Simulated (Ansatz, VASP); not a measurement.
**One calculation of Ga, two programs**

The input INCAR:

```
PREC = Accurate ; ENCUT = 520
EDIFF = 1E-6 ; ISMEAR = -1
SIGMA = 0.05 ; LREAL = F
LASPH = T ; NELM = 80
ALGO = Normal ; ISIF = 2
LWAVE = F ; LCHARG = T
GGA = CA ; LELF = T
LVHAR = T ; NBANDS = 12
```

Contents of KPOINTS:

```
regular mesh
0
Gamma
  14 14 16
```

Contents of POSCAR:

```
Ga
1.0
   -1.3495050000      1.4163750000      2.2290000000
    1.4163750000     -1.3495050000      2.2290000000
    1.3916250000      1.3916250000     -2.1868800000
Ga
1
Direct
    0.0000000000      0.0000000000      0.0000000000
```

Input for Ansatz:

```yaml
crystal:
  lattice:
    - [-1.349505, 1.416375, 2.229]
    - [1.416375, -1.349505, 2.229]
    - [1.391625, 1.391625, -2.18688]
  atoms:
    - { symbol: Ga, position: [0.0, 0.0, 0.0] }
kpoints:
  mp_grid: { grid: [14, 14, 16] }
  band_path:
    path:
      - [0.0, 0.0, 0.0]
      - [0.5, 0.5, -0.5]
      - [0.7930329831, 0.2069670169, -0.5]
      - [0.2069670169, -0.2069670169, -0.5]
      - [0.0, 0.0, -0.5]
      - [0.0, 0.0, 0.0]
      - [0.5, -0.5, 0.0]
      - [0.5, 0.0, -0.5]
      - [0.0, 0.0, 0.0]
    npoints: 5
scf:
  occupations: { method: fermi_dirac, width: 0.05 }
hamiltonian:
  xc: lda
  pseudopotentials: { kind: all_electron, lapw: { basis_error: 0.00025 } }
output:
  forces: true
  stress: true
  eigenvalues: true
```

Change from the starting cell: equal xy, yz and zx shear strains of +3 %.

Alike in both runs: task single point; functional LDA; k mesh 14 × 14 × 16; occupations fermi-dirac, width 0.05 eV; no spin polarisation.

|  | VASP | Ansatz |
| --- | --- | --- |
| version | VASP 6.6.1 | Ansatz 0.2.0 |
| potentials or method | VASP PAW LDA potentials, release 64 (Ga_d), cutoff 520 eV | all-electron LAPW, scalar-relativistic |

```csv
,VASP,Ansatz,Ansatz less VASP
pressure (GPa),-1.7,-1.6,+0.07
"traceless stress, the component that is largest in VASP (GPa)",-0.41,-0.40,+0.011
```

LDA's correlation is that of Perdew and Zunger in VASP and of Perdew and Wang (1992) in Ansatz. Ansatz ran all-electron here, and VASP with PAW potentials.
